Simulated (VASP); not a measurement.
# As3Se2 (P-6m2) in VASP: a series of runs

Runs on As3Se2. Level: PBE. Tasks: single point, relaxation of cell and atoms.

All numbers are computed with VASP 6.6.1; they aren't measurements. Logs are shortened: lines on timing, memory, paths and dates and some standing lists are left out, and cuts for length are marked.

## Step 1: The cell of the first run

Symmetry: P-6m2, No. 187, hexagonal system. The conventional cell has a = 4.791 Å, b = 4.791 Å, c = 5.586 Å, α = 90.00°, β = 90.00°, γ = 120.00°. As (site symmetry 3m) has 5 As at 2.50 to 3.17 Å and 6 Se at 3.04 to 3.17 Å within 3.3 Å. Within 3.6 Å of As (site symmetry -6m2) lie 5 Se at 2.77 to 2.79 Å and 6 As at 3.17 Å. Se (site symmetry -6m2) has 8 As at 2.79 to 3.04 Å within 3.7 Å. Se (site symmetry -6m2) has 9 As at 2.77 to 3.17 Å within 3.6 Å.

## Step 2: Single point, PBE

The input, INCAR:

```
ALGO     = Normal         # electronic algorithm
EDIFF    = 1E-6           # SCF threshold, eV
ENCUT    = 520            # plane-wave cutoff, eV
GGA      = PE             # functional
ISIF     = 2              # what is computed and relaxed
ISMEAR   = 0              # smearing method
LASPH    = True           # aspherical terms in the spheres
LCHARG   = False          # write CHGCAR
LREAL    = False          # projectors in reciprocal space
LWAVE    = False          # write WAVECAR
NBANDS   = 22             # bands
NELM     = 60             # most SCF steps
PREC     = Accurate       # precision mode
SIGMA    = 0.1            # smearing width, eV
```

The input, KPOINTS:

```
k-points
0
Gamma
  6 6 4
```

The input, POSCAR:

```
As3Se2
1.0
    4.7907309614      0.0000000000      0.0000000000
   -2.3953654807      4.1488947153      0.0000000000
    0.0000000000      0.0000000000      5.5863802324
As Se
3 2
Direct
    0.0000000000      0.0000000000      0.7239452824
    0.0000000000      0.0000000000      0.2760547176
    0.6666666667      0.3333333333      0.0000000000
    0.6666666667      0.3333333333      0.5000000000
    0.3333333333      0.6666666667      0.0000000000
```

Potentials or basis: VASP PAW PBE potentials, release 64 (As, Se).

On the command line:

```console
$ cat potpaw_PBE.64/As/POTCAR potpaw_PBE.64/Se/POTCAR > POTCAR
$ mpirun -np 1 vasp_std > vasp.out
```

OUTCAR:

```text
EDIFF = 1E-6
   ENCUT = 520
   GGA = PE
   ISIF = 2
   ISMEAR = 0
   LASPH = True
   LREAL = False
   NELM = 60
   PREC = Accurate

 ion  position               nearest neighbor table
   1  0.000  0.000  0.724-   2 2.50
   2  0.000  0.000  0.276-   1 2.50
   3  0.667  0.333  0.000-   5 2.77   5 2.77   5 2.77   4 2.79   4 2.79
   4  0.667  0.333  0.500-   3 2.79   3 2.79
   5  0.333  0.667  0.000-   3 2.77   3 2.77   3 2.77

  LATTYP: Found a hexagonal cell.
 ALAT       =     4.7907309614
 C/A-ratio  =     1.1660809754

  Lattice vectors:

 A1 = (   4.7907309614,   0.0000000000,   0.0000000000)
 A2 = (  -2.3953654807,   4.1488947153,   0.0000000000)
 A3 = (   0.0000000000,   0.0000000000,   5.5863802324)

Analysis of symmetry for initial positions (statically):
=====================================================================
 Subroutine PRICEL returns:
 Original cell was already a primitive cell.

 Routine SETGRP: Setting up the symmetry group for a
 hexagonal supercell.

 Subroutine GETGRP returns: Found 12 space group operations
 (whereof 12 operations were pure point group operations)
 out of a pool of 24 trial point group operations.

The static configuration has the point symmetry D_3h.

Analysis of symmetry for dynamics (positions and initial velocities):
=====================================================================
 Subroutine PRICEL returns:
 Original cell was already a primitive cell.

 Routine SETGRP: Setting up the symmetry group for a
 hexagonal supercell.

 Subroutine GETGRP returns: Found 12 space group operations
 (whereof 12 operations were pure point group operations)
 out of a pool of 24 trial point group operations.

The dynamic configuration has the point symmetry D_3h.

 Subroutine INISYM returns: Found 12 space group operations
 (whereof 12 operations are pure point group operations),
 and found     1 'primitive' translations

----------------------------------------------------------------------------------------

                                     Primitive cell

  volume of cell :     111.0362

  direct lattice vectors                    reciprocal lattice vectors
     4.790730961  0.000000000  0.000000000     0.208736414  0.120514025  0.000000000
    -2.395365481  4.148894715  0.000000000     0.000000000  0.241028049  0.000000000
     0.000000000  0.000000000  5.586380232     0.000000000  0.000000000  0.179006791

  length of vectors
     4.790730961  4.790730961  5.586380232     0.241028049  0.241028049  0.179006791

  position of ions in fractional coordinates (direct lattice)
     0.000000000  0.000000000  0.723945282
     0.000000000  0.000000000  0.276054718
     0.666666667  0.333333333  0.000000000
     0.666666667  0.333333333  0.500000000
     0.333333333  0.666666667  0.000000000

  ion indices of the primitive-cell ions
   primitive index   ion index
                 1           1
                 2           2
                 3           3
                 4           4
                 5           5

----------------------------------------------------------------------------------------

 KPOINTS: k-points

Automatic generation of k-mesh.
 Grid dimensions read from file:
 generate k-points for:    6    6    4

 Generating k-lattice:

  Cartesian coordinates                     Fractional coordinates (reciprocal lattice)
     0.034789402  0.020085671  0.000000000     0.166666667  0.000000000  0.000000000
     0.000000000  0.040171342  0.000000000     0.000000000  0.166666667  0.000000000
     0.000000000  0.000000000  0.044751698     0.000000000  0.000000000  0.250000000

  Length of vectors
     0.040171342  0.040171342  0.044751698

  Shift w.r.t. Gamma in fractional coordinates (k-lattice)
     0.000000000  0.000000000  0.000000000

 Subroutine IBZKPT returns following result:
 ===========================================

 Found     21 irreducible k-points:

 Following reciprocal coordinates:
            Coordinates               Weight
  0.000000  0.000000  0.000000      1.000000
  0.166667 -0.000000  0.000000      6.000000
  0.333333 -0.000000  0.000000      6.000000
  0.500000 -0.000000  0.000000      3.000000
  0.166667  0.166667  0.000000      6.000000
  0.333333  0.166667  0.000000     12.000000
[... 13 lines left out ...]
  0.333333  0.166667  0.500000     12.000000
  0.333333  0.333333  0.500000      2.000000
   k-points           NKPTS =     21   k-points in BZ     NKDIM =     21   number of bands    NBANDS=     22
   number of dos      NEDOS =    301   number of ions     NIONS =      5
   total plane-waves  NPLWV =  54432
   dimension x,y,z NGX =    36 NGY =   36 NGZ =   42
   dimension x,y,z NGXF=    72 NGYF=   72 NGZF=   84
   ions per type =               3   2
   NGX,Y,Z   is equivalent  to a cutoff of  12.49, 12.49, 12.50 a.u.
   NGXF,Y,Z  is equivalent  to a cutoff of  24.99, 24.99, 25.00 a.u.
 SYSTEM =  unknown system
   PREC   = accura    normal or accurate (medium, high low for compatibility)
   ISTART =      0    job   : 0-new  1-cont  2-samecut
   ICHARG =      2    charge: 1-file 2-atom 10-const
   ISPIN  =      1    spin polarized calculation?
   LNONCOLLINEAR =      F non collinear calculations
   LSORBIT =      F    spin-orbit coupling
   LASPH  =      T    aspherical Exc in radial PAW
   ENCUT  =  520.0 eV  38.22 Ry    6.18 a.u.   8.91  8.91 10.39*2*pi/ulx,y,z
   NELM   =     60;   NELMIN=  2; NELMDL= -5     # of ELM steps
   EDIFF  = 0.1E-05   stopping-criterion for ELM
   LREAL  =      F    real-space projection
   EDIFFG = 0.1E-04   stopping-criterion for IOM
   NSW    =      0    number of steps for IOM
   IBRION =     -1    ionic relax: 0-MD 1-quasi-New 2-CG
   NFREE  =      0    steps in history (QN), initial steepest desc. (CG)
   ISIF   =      2    stress and relaxation
   ISYM   =      2    0-nonsym 1-usesym 2-fastsym
   POTIM  = 0.5000    time-step for ionic-motion
   TEBEG  =    0.0;   TEEND  =   0.0 temperature during run
   PSTRESS=    0.0 pullay stress
   NELECT =      27.0000    total number of electrons
   NUPDOWN=      -1.0000    fix difference up-down
   EMIN   =  10.00;   EMAX   =-10.00  energy-range for DOS
   EFERMI =   0.00;   METHOD = LEGACY
   ISMEAR =     0;   SIGMA  =   0.10  broadening in eV -4-tet -1-fermi 0-gaus
   EFERMI_NEDOS =   21; number of points for ismear=-14 and -15
   IALGO  =     38    algorithm
   IMIX   =      4    mixing-type and parameters
     AMIX     =   0.40;   BMIX     =  1.00
     AMIX_MAG =   1.60;   BMIX_MAG =  1.00
  volume/ion in A,a.u.               =      22.21       149.86
  Fermi-wavevector in a.u.,A,eV,Ry     =   1.021820  1.930960 14.206070  1.044117
  Thomas-Fermi vector in A             =   2.155466
   LORBIT       =      0    0 simple, 1 ext, 2 COOP (PROOUT), +10 PAW based schemes
   GGA     = PE    functional components
   LHFCALC =     F    Hartree Fock is set to
   AEXX    =    0.0000 exact exchange contribution
   IVDW    =     0    specifies the selected vdW correction
   LEPSILON=     F    determine dielectric tensor
   LRPA    =     F    only Hartree local field effects (RPA)
 non-spin polarized calculation
 Gauss-broadening in eV      SIGMA  =   0.10
  energy-cutoff  :      520.00
  volume of cell :      111.04
 maximum number of plane-waves:      3015
 NGX is ok and might be reduce to    36
   NGX = 17   NGY = 17   NGZ = 21

 number of electron      27.0000000 magnetization

 Free energy of the ion-electron system (eV)
  ---------------------------------------------------
  ext. energy  EPLUGINS =         0.00000000
  ---------------------------------------------------
  free energy    TOTEN  =       -18.62317933 eV

  energy without entropy =      -18.60874719  energy(sigma->0) =      -18.61596326

 E-fermi :   4.9081     XC(G=0):  -9.9415

 val. band max:        4.8801426513   @ k =   0.3333  -0.0000   0.0000
 cond. band min:       4.9469832279   @ k =   0.1667  -0.0000   0.5000
 fundamental gap:      0.0668405765
 Fermi energy:         4.9080612032

 k-point     1 :       0.0000    0.0000    0.0000
  band No.  band energies     occupation
      1     -10.4190      2.00000
      2      -8.1214      2.00000
      3      -5.7538      2.00000
      4      -4.8094      2.00000
      5      -4.2418      2.00000
      6       0.3024      2.00000
[... 14 lines left out ...]
     21      10.1641      0.00000
     22      10.1641      0.00000

 k-point     2 :       0.1667   -0.0000    0.0000
  band No.  band energies     occupation
      1     -10.2309      2.00000
      2      -8.0947      2.00000
      3      -6.1128      2.00000
      4      -4.6851      2.00000
      5      -4.6301      2.00000
      6      -0.4240      2.00000
[... 14 lines left out ...]
     21      10.7331      0.00000
     22      11.1767      0.00000

 k-point     3 :       0.3333   -0.0000    0.0000
  band No.  band energies     occupation
      1      -9.6980      2.00000
      2      -8.1743      2.00000
      3      -6.8246      2.00000
      4      -5.2434      2.00000
      5      -4.3917      2.00000
      6      -1.0318      2.00000
[... 14 lines left out ...]
     21      10.7342      0.00000
     22      12.1971      0.00000
[... 401 lines left out ...]
 k-point    20 :       0.3333    0.1667    0.5000
  band No.  band energies     occupation
      1      -8.6117      2.00000
      2      -8.5977      2.00000
      3      -6.8607      2.00000
      4      -6.7395      2.00000
      5      -5.3170      2.00000
      6      -0.2328      2.00000
[... 14 lines left out ...]
     21      11.3757      0.00000
     22      12.4513      0.00000

 k-point    21 :       0.3333    0.3333    0.5000
  band No.  band energies     occupation
      1      -8.4410      2.00000
      2      -8.3603      2.00000
      3      -7.0698      2.00000
      4      -6.7978      2.00000
      5      -5.8566      2.00000
      6      -0.5838      2.00000
[... 14 lines left out ...]
     21      10.9873      0.00000
     22      12.9003      0.00000

------------------------ aborting loop because EDIFF is reached ----------------------------------------

  FORCE on cell =-STRESS in cart. coord.  units (eV):
  Direction    XX          YY          ZZ          XY          YZ          ZX
  --------------------------------------------------------------------------------------
  -------------------------------------------------------------------------------------
  Total        0.1460133      0.1460133      0.0537969      0.0000000      0.0000000     -0.0000000
  in kB        2.1068731      2.1068731      0.7762521      0.0000000      0.0000000     -0.0000000
  external PRESSURE =       1.6633327 kB  Pullay stress =       0.0000000 kB

 VOLUME and BASIS-vectors are now :
 -----------------------------------------------------------------------------
  energy-cutoff  :      520.00
  volume of cell :      111.04
      direct lattice vectors                 reciprocal lattice vectors
     4.790730961  0.000000000  0.000000000     0.208736414  0.120514025  0.000000000
    -2.395365481  4.148894715  0.000000000     0.000000000  0.241028049  0.000000000
     0.000000000  0.000000000  5.586380232     0.000000000  0.000000000  0.179006791

 POSITION                                       TOTAL-FORCE (eV/Angst)
 -----------------------------------------------------------------------------------
      0.00000      0.00000      4.04423        -0.000000     -0.000000      0.025204
      0.00000      0.00000      1.54215        -0.000000     -0.000000     -0.025204
      2.39537      1.38296      0.00000        -0.000000     -0.000000      0.000000
      2.39537      1.38296      2.79319         0.000000     -0.000000      0.000000
     -0.00000      2.76593      0.00000        -0.000000      0.000000      0.000000
 -----------------------------------------------------------------------------------
    total drift:                               -0.000000      0.000000      0.000000

  FREE ENERGIE OF THE ION-ELECTRON SYSTEM (eV)
  ---------------------------------------------------
  free  energy   TOTEN  =       -18.6231793288 eV

  energy  without entropy=      -18.6087471894  energy(sigma->0) =      -18.61596326
```

Wall time 20 s (1 thread of Intel Xeon 6975P-C (Granite Rapids), shared host); peak memory 0.23 GiB.

What came out:

- Free energy: -18.6232 eV
- Pressure: 0.2 GPa
- Largest force: 0.025 eV/Å

Forces on the atoms (eV/Å):
```
As   0.000  0.000  0.025
As   0.000  0.000 -0.025
As   0.000  0.000  0.000
Se   0.000  0.000  0.000
Se   0.000  0.000  0.000
```

Levels at points of the mesh, in eV from the Fermi level:
```tsv
k point	band 10	band 11	band 12	band 13	band 14	band 15	band 16	band 17	band 18	band 19
(0.00, 0.00, 0.00)	-4.09	-3.68	-1.32	-1.03	-1.03	-0.06	-0.06	1.91	1.91	3.46
(0.50, 0.00, 0.00)	-2.90	-2.50	-0.90	-0.59	0.73	1.28	1.53	2.12	2.45	3.74
(0.00, 0.00, 0.50)	-3.62	-2.80	-2.80	-2.24	-0.57	-0.42	-0.42	0.90	1.85	3.85
(0.50, 0.00, 0.50)	-2.16	-1.58	-1.32	-0.12	-0.04	0.89	1.24	1.37	1.38	2.18
```

## Step 3: Single point, PBE

This run uses another cell than the first one, of 24.13 Å³/atom, 1.087 times its volume.

The input, INCAR:

```
SYSTEM = As3Se2
  PREC = Accurate
  ENCUT = 520
  EDIFF = 1E-6
  ISMEAR = 0
  SIGMA = 0.1
  LREAL = .FALSE.
  LASPH = .TRUE.
  NELM = 100
  ALGO = Normal
  ISIF = 2
  LWAVE = .FALSE.
  LCHARG = .TRUE.
  GGA = PE
  LELF = .TRUE.
  LVHAR = .TRUE.
  NBANDS = 22
```

The input, KPOINTS:

```
regular mesh
0
G
  6 6 4
  0 0 0
```

The input, POSCAR:

```
As3Se2
1.0
    4.8410696000      0.0000000000      0.0000000000
   -2.4205348000      4.1924892600      0.0000000000
    0.0000000000      0.0000000000      5.9446580500
As Se
3 2
Direct
    0.0000000000      0.0000000000      0.7454000100
    0.0000000000      0.0000000000      0.2545999900
    0.6666666700      0.3333333300      0.0000000000
    0.6666666700      0.3333333300      0.5000000000
    0.3333333300      0.6666666700      0.0000000000
```

Potentials or basis: VASP PAW PBE potentials, release 64 (As, Se).

On the command line:

```console
$ cat potpaw_PBE.64/As/POTCAR potpaw_PBE.64/Se/POTCAR > POTCAR
$ mpirun -np 1 vasp_std > vasp.out
```

Wall time 22 s (1 thread of Intel Xeon 6975P-C (Granite Rapids), shared host); peak memory 0.25 GiB.

It converged, with:

- Free energy: -18.3359 eV
- Pressure: -4.7 GPa
- Largest force: 0.276 eV/Å

Forces on the atoms (eV/Å):
```
As   0.000  0.000 -0.276
As   0.000  0.000  0.276
As   0.000  0.000  0.000
Se   0.000  0.000  0.000
Se   0.000  0.000  0.000
```

Stress tensor (GPa, compression positive):
```
-3.54  0.00  0.00
 0.00 -3.54  0.00
 0.00  0.00 -6.99
```

Levels at points of the mesh, in eV from the Fermi level:
```csv
k point,band 11,band 12,band 13,band 14,band 15,band 16,band 17,band 18
"(0.00, 0.00, 0.00)",-3.18,-1.32,-1.05,-1.05,-0.20,-0.20,2.33,2.47
"(0.50, 0.00, 0.00)",-2.35,-0.85,-0.67,0.79,1.42,1.65,2.02,2.16
"(0.00, 0.00, 0.50)",-2.81,-2.81,-2.43,-0.39,-0.01,-0.01,0.73,0.91
"(0.50, 0.00, 0.50)",-1.88,-1.27,-0.20,0.36,0.57,0.72,1.26,1.88
```

[end of part 1 of 2]
